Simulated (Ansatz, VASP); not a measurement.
**Ir: VASP beside Ansatz**

```xyz
1
Lattice="0.0000 1.7953 1.7953 1.7953 0.0000 1.7953 1.7953 1.7953 0.0000" Properties=species:S:1:pos:R:3 pbc="T T T"
Ir    0.0000    0.0000    0.0000
```

Change from the starting cell: volume scaled by 0.798, to set the pressure.

Alike in both runs: task single point; functional PBE; k mesh 18 × 18 × 18; occupations fermi-dirac, width 0.08 eV; no spin polarisation.

|  | VASP | Ansatz |
| --- | --- | --- |
| version | VASP 6.6.1 | Ansatz 0.2.0 |
| potentials or method | VASP PAW PBE potentials, release 64 (Ir) | PAW with Ansatz's default frozen-core files, scalar-relativistic |
| plane-wave cutoff (eV) | 500 | 420 |
| valence electrons in the cell | 9 | 17 |

VASP gave:

| Item | Value |
| --- | --- |
| pressure (GPa) | 140.5 |

Q: Which values does Ansatz return?

A: Pressure (GPa): 137.6.

Both programs put the cell under a high pressure, so it lies far from rest at this level. VASP's potentials hold 9 valence electrons a cell and Ansatz's 17, so a difference there can come from the potentials and not from the codes.

Neither program's run includes spin-orbit coupling. Noted on VASP's run: the cell as given lies far from equilibrium.
